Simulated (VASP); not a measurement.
# Al4GeRu (I-42m) in VASP: single point with PBE

Aim: the single point of Al4GeRu with PBE.

All numbers are computed with VASP 6.6.1; they aren't measurements. Logs are shortened: lines on timing, memory, paths and dates and some standing lists are left out, and cuts for length are marked.

## 1. The cell of the first run

It takes space group I-42m (No. 121, tetragonal). The conventional cell has a = 5.159 Å, b = 5.159 Å, c = 6.994 Å, α = 90.00°, β = 90.00°, γ = 90.00°. Al (site symmetry m) has 1 Ge at 1.49 Å within 2.0 Å. Ge (site symmetry -42m) has 4 Al at 1.49 Å within 2.0 Å. Within 3.5 Å of Ru (site symmetry -42m) lie 8 Al at 2.60 to 2.88 Å and 2 Ge at 3.50 Å.

The cell was built from a structure type or drawn by symmetry, and may not be a known phase.

## 2. Single point, PBE

INCAR reads:

```
PREC     = Accurate       # precision mode
ENCUT    = 520            # plane-wave cutoff, eV
EDIFF    = 1E-6           # SCF threshold, eV
ISMEAR   = 0              # smearing method
SIGMA    = 0.1            # smearing width, eV
LREAL    = False          # projectors in reciprocal space
LASPH    = True           # aspherical terms in the spheres
NELM     = 80             # most SCF steps
ALGO     = Normal         # electronic algorithm
ISIF     = 2              # what is computed and relaxed
LWAVE    = False          # write WAVECAR
LCHARG   = False          # write CHGCAR
GGA      = PE             # functional
NBANDS   = 29             # bands
```

KPOINTS reads:

```
Automatic mesh
0
Gamma
  6 6 6
```

POSCAR reads:

```
Al4GeRu
1.0
   -2.5793188500      2.5793188500      3.4968016600
    2.5793188500     -2.5793188500      3.4968016600
    2.5793188500      2.5793188500     -3.4968016600
Al Ge Ru
4 1 1
Direct
    0.2912000100      0.2912000100      0.3305999900
    0.7087999900      0.0393999800      0.0000000000
    0.9606000200      0.9606000200      0.6694000100
    0.0393999800      0.7087999900      0.0000000000
    0.0000000000      0.0000000000      0.0000000000
    0.5000000000      0.5000000000      0.0000000000
```

Potentials or basis: VASP PAW PBE potentials, release 64 (Al, Ge_d, Ru_pv).

Started as:

```console
> cat potpaw_PBE.64/Al/POTCAR potpaw_PBE.64/Ge_d/POTCAR potpaw_PBE.64/Ru_pv/POTCAR > POTCAR
> mpirun -np 1 vasp_std > vasp.out
```

OUTCAR:

```text
PREC = Accurate
   ENCUT = 520
   EDIFF = 1E-6
   ISMEAR = 0
   LREAL = False
   LASPH = True
   NELM = 80
   ISIF = 2
   GGA = PE

 ion  position               nearest neighbor table
   1  0.291  0.291  0.331-   5 1.49   3 2.41   4 2.45   2 2.45   6 2.60   6 2.88   4 3.23   2 3.23
                             4 3.23   2 3.23
   2  0.709  0.039  0.000-   5 1.49   4 2.41   1 2.45   3 2.45   6 2.60   6 2.88   3 3.23   1 3.23
                             3 3.23   1 3.23
   3  0.961  0.961  0.669-   5 1.49   1 2.41   4 2.45   2 2.45   6 2.60   6 2.88   4 3.23   2 3.23
                             4 3.23   2 3.23
   4  0.039  0.709  0.000-   5 1.49   2 2.41   1 2.45   3 2.45   6 2.60   6 2.88   3 3.23   1 3.23
                             3 3.23   1 3.23
   5  0.000  0.000  0.000-   2 1.49   4 1.49   1 1.49   3 1.49
   6  0.500  0.500  0.000-   1 2.60   3 2.60   4 2.60   2 2.60   3 2.88   2 2.88   4 2.88   1 2.88

 -----------------------------------------------------------------------------
|                                                                             |
|           W    W    AA    RRRRR   N    N  II  N    N   GGGG   !!!           |
|           W    W   A  A   R    R  NN   N  II  NN   N  G    G  !!!           |
|           W    W  A    A  R    R  N N  N  II  N N  N  G       !!!           |
|           W WW W  AAAAAA  RRRRR   N  N N  II  N  N N  G  GGG   !            |
|           WW  WW  A    A  R   R   N   NN  II  N   NN  G    G                |
|           W    W  A    A  R    R  N    N  II  N    N   GGGG   !!!           |
|                                                                             |
|     The distance between some ions is very small. Please check the          |
|     nearest-neighbor list in the OUTCAR file.                               |
|     I HOPE YOU KNOW WHAT YOU ARE DOING!                                     |
|                                                                             |
 -----------------------------------------------------------------------------

  LATTYP: Found a body centered tetragonal cell.
 ALAT       =     5.1586377000
 C/A-ratio  =     1.3557074031

  Lattice vectors:

 A1 = (  -2.5793188500,   2.5793188500,   3.4968016600)
 A2 = (   2.5793188500,  -2.5793188500,   3.4968016600)
 A3 = (   2.5793188500,   2.5793188500,  -3.4968016600)

Analysis of symmetry for initial positions (statically):
=====================================================================
 Subroutine PRICEL returns:
 Original cell was already a primitive cell.

 Routine SETGRP: Setting up the symmetry group for a
 body centered tetragonal supercell.

 Subroutine GETGRP returns: Found  8 space group operations
 (whereof  8 operations were pure point group operations)
 out of a pool of 16 trial point group operations.

[... 134 lines left out ...]
   NUPDOWN=      -1.0000    fix difference up-down
   EMIN   =  10.00;   EMAX   =-10.00  energy-range for DOS
   EFERMI =   0.00;   METHOD = LEGACY
   ISMEAR =     0;   SIGMA  =   0.10  broadening in eV -4-tet -1-fermi 0-gaus
   EFERMI_NEDOS =   21; number of points for ismear=-14 and -15
   IALGO  =     38    algorithm
   IMIX   =      4    mixing-type and parameters
     AMIX     =   0.40;   BMIX     =  1.00
     AMIX_MAG =   1.60;   BMIX_MAG =  1.00
  volume/ion in A,a.u.               =      15.51       104.66
  Fermi-wavevector in a.u.,A,eV,Ry     =   1.235514  2.334784 20.769237  1.526496
  Thomas-Fermi vector in A             =   2.370161
   LORBIT       =      0    0 simple, 1 ext, 2 COOP (PROOUT), +10 PAW based schemes
   GGA     = PE    functional components
   LHFCALC =     F    Hartree Fock is set to
   AEXX    =    0.0000 exact exchange contribution
   IVDW    =     0    specifies the selected vdW correction
   LEPSILON=     F    determine dielectric tensor
   LRPA    =     F    only Hartree local field effects (RPA)
 non-spin polarized calculation
 Gauss-broadening in eV      SIGMA  =   0.10
  energy-cutoff  :      520.00
  volume of cell :       93.06
 maximum number of plane-waves:      2541
 NGX is ok and might be reduce to    40
   NGX = 19   NGY = 19   NGZ = 19

 number of electron      40.0000009 magnetization

 Free energy of the ion-electron system (eV)
  ---------------------------------------------------
  ext. energy  EPLUGINS =         0.00000000
  ---------------------------------------------------
  free energy    TOTEN  =        24.57495051 eV

  energy without entropy =       24.59807672  energy(sigma->0) =       24.58651362

 E-fermi :   8.3389     XC(G=0): -10.7795

 val. band max:        8.3275291317   @ k =  -0.3333   0.5000   0.1667
 cond. band min:       8.3458632451   @ k =   0.3333  -0.0000   0.0000
 fundamental gap:      0.0183341134
 Fermi energy:         8.3388865194

 k-point     1 :       0.0000    0.0000    0.0000
  band No.  band energies     occupation
      1     -33.4712      2.00000
      2     -33.3765      2.00000
      3     -33.3765      2.00000
      4     -22.6974      2.00000
      5     -22.6974      2.00000
      6     -22.6295      2.00000
[... 757 lines left out ...]
     28      14.1895      0.00000
     29      14.4853      0.00000

 [... further k-points ...]

------------------------ aborting loop because EDIFF is reached ----------------------------------------

  FORCE on cell =-STRESS in cart. coord.  units (eV):
  Direction    XX          YY          ZZ          XY          YZ          ZX
  --------------------------------------------------------------------------------------
  -------------------------------------------------------------------------------------
  Total       90.9389551     90.9389551     94.2663528      0.0000000      0.0000000      0.0000000
  in kB     1565.7394247   1565.7394247   1623.0288213      0.0000000      0.0000000      0.0000000
  external PRESSURE =    1584.8358902 kB  Pullay stress =       0.0000000 kB

 VOLUME and BASIS-vectors are now :
 -----------------------------------------------------------------------------
  energy-cutoff  :      520.00
  volume of cell :       93.06
      direct lattice vectors                 reciprocal lattice vectors
    -2.579318850  2.579318850  3.496801660     0.000000000  0.193849628  0.142987807
     2.579318850 -2.579318850  3.496801660     0.193849628  0.000000000  0.142987807
     2.579318850  2.579318850 -3.496801660     0.193849628  0.193849628  0.000000000

 POSITION                                       TOTAL-FORCE (eV/Angst)
 -----------------------------------------------------------------------------------
      0.85272      0.85272      0.88049        27.961436     27.961436     29.177668
     -1.72660      1.72660      2.61631        27.961436    -27.961436    -29.177668
      1.72660      1.72660      4.37730       -27.961436    -27.961436     29.177668
      1.72660     -1.72660      2.61631       -27.961436     27.961436    -29.177668
      0.00000      0.00000      0.00000        -0.000000      0.000000      0.000000
      0.00000      0.00000      3.49680        -0.000000      0.000000      0.000000
 -----------------------------------------------------------------------------------
    total drift:                               -0.000009     -0.000009     -0.000005

  FREE ENERGIE OF THE ION-ELECTRON SYSTEM (eV)
  ---------------------------------------------------
  free  energy   TOTEN  =        24.5749505122 eV

  energy  without entropy=       24.5980767218  energy(sigma->0) =       24.58651362
```

stdout:

```text
POSCAR found type information on POSCAR AlGeRu
 POSCAR found :  3 types and       6 ions
 scaLAPACK will be used
 LDA part: xc-table for (Slater+PW92), standard interpolation
 -----------------------------------------------------------------------------
|                                                                             |
|           W    W    AA    RRRRR   N    N  II  N    N   GGGG   !!!           |
|           W    W   A  A   R    R  NN   N  II  NN   N  G    G  !!!           |
|           W    W  A    A  R    R  N N  N  II  N N  N  G       !!!           |
|           W WW W  AAAAAA  RRRRR   N  N N  II  N  N N  G  GGG   !            |
|           WW  WW  A    A  R   R   N   NN  II  N   NN  G    G                |
|           W    W  A    A  R    R  N    N  II  N    N   GGGG   !!!           |
|                                                                             |
|     The distance between some ions is very small. Please check the          |
|     nearest-neighbor list in the OUTCAR file.                               |
|     I HOPE YOU KNOW WHAT YOU ARE DOING!                                     |
|                                                                             |
 -----------------------------------------------------------------------------

 POSCAR, INCAR and KPOINTS ok, starting setup
 FFT: planning ... GRIDC
 FFT: planning ... GRID_SOFT
 FFT: planning ... GRID
 WAVECAR not read
 entering main loop
```

Run time: 3.2 min. Hardware: 1 thread of Intel Xeon 8259CL, shared host; peak memory 0.29 GiB.

What came out:

```yaml
Free_energy: 24.5750 eV
Pressure: 158.5 GPa
Largest_force: 49.143 eV/Å
Band_gap_on_the_k_mesh: zero (bands 20 and 21 overlap by 2.06 eV)
```

Forces on the atoms (eV/Å):
```
Al   27.961  27.961  29.178
Al   27.961 -27.961 -29.178
Al  -27.961 -27.961  29.178
Al  -27.961  27.961 -29.178
Ge    0.000   0.000   0.000
Ru    0.000   0.000   0.000
```

Caveat: atoms lie so close that the PAW spheres overlap strongly, which falsifies energies and pressures; the cell stands under pressure; forces of over 1 eV/Å act on the atoms, so gaps and moduli don't describe the material at rest.
